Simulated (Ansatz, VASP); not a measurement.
**Ti2W3: VASP beside Ansatz**

```
Ti W
1.0
     2.24974    1.29889    4.59226
    -2.24974    1.29889    4.59226
     0.00000   -2.59777    4.59226
Ti W
2 3
Direct
  0.80000 0.80000 0.80000
  0.20000 0.20000 0.20000
  0.40000 0.40000 0.40000
  0.60000 0.60000 0.60000
  0.00000 0.00000 0.00000
```

Alike in both runs: task single point; functional PBE; k mesh 6 × 6 × 6; occupations gaussian, width 0.1 eV; no spin polarisation.

|  | VASP | Ansatz |
| --- | --- | --- |
| version | VASP 6.6.1 | Ansatz 0.2.0 |
| potentials or method | VASP PAW PBE potentials, release 64 (Ti_sv, W_sv), cutoff 520 eV | scalar-relativistic, plane waves, PAW |
| valence electrons in the cell | 66 | 66 |

|  | VASP | Ansatz | Ansatz less VASP |
| --- | --- | --- | --- |
| gap on the k mesh at the Fermi level (eV) | none | none | - |
| pressure (GPa) | 0.1 | 0.1 | -0.04 |
| traceless stress, the component that is largest in VASP (GPa) | -0.57 | -0.56 | +0.009 |
| rms of the force components (eV/Å) | 0.269 | 0.269 | +0.0003 |

Atom by atom the forces differ by 0.004 eV/Å (rms over components). A gap of «none» marks a metal or a gap that the smearing closes.

Spin-orbit coupling is off throughout.
